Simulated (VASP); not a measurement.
Wanted: the native input for a VASP 6.6.1 run.

```
Task                   : single point
Functional             : LDA
Potentials or basis    : VASP PAW LDA potentials, release 64 (Au)
Cutoff                 : 520 eV
k mesh                 : 11 × 11 × 6
Occupations            : fermi-dirac, width 0.05 eV
Spin                   : no spin polarisation
Dipole correction      : no
Further INCAR settings : ALGO = Fast; EDIFF = 1e-06; NBANDS = 18
```

The structure of Au lies in POSCAR:

```
Au
1.0
    1.4113099650     -2.5559330250      0.0000000000
    1.4113099650      2.5559330250      0.0000000000
    0.0000000000      0.0000000000      4.8931696100
Au
2
Direct
    0.3346720300      0.6653279700      0.2500000000
    0.6653279700      0.3346720300      0.7500000000
```

The input as run:

INCAR

```
SYSTEM = Au
ALGO = Fast
EDIFF = 1E-6
ENCUT = 520
ISIF = 2
ISMEAR = -1
LASPH = .True.
LCHARG = .False.
LREAL = .False.
LWAVE = .False.
NBANDS = 18
NELM = 80
PREC = Accurate
SIGMA = 0.05
```

KPOINTS

```
k-points
0
Gamma
  11 11 6
  0 0 0
```

Potentials or basis: VASP PAW LDA potentials, release 64 (Au).

Command:

```console
$ cat potpaw_LDA.64/Au/POTCAR > POTCAR
$ mpirun -np 1 vasp_std > vasp.out
```

Results of the run:

The pressure is -9.2 GPa. The largest force is 0.015 eV/Å and the band gap on the k mesh is zero (band 11 reaches 12.35 eV, above the bottom of band 12 at 6.17 eV).

Caveat: spin-orbit coupling is left out, which moves the levels of the heavy elements.

Wall time 31 s on 1 thread of Intel(R) Xeon(R) Platinum 8488C (Sapphire Rapids), on a shared host, peak memory 0.19 GiB.
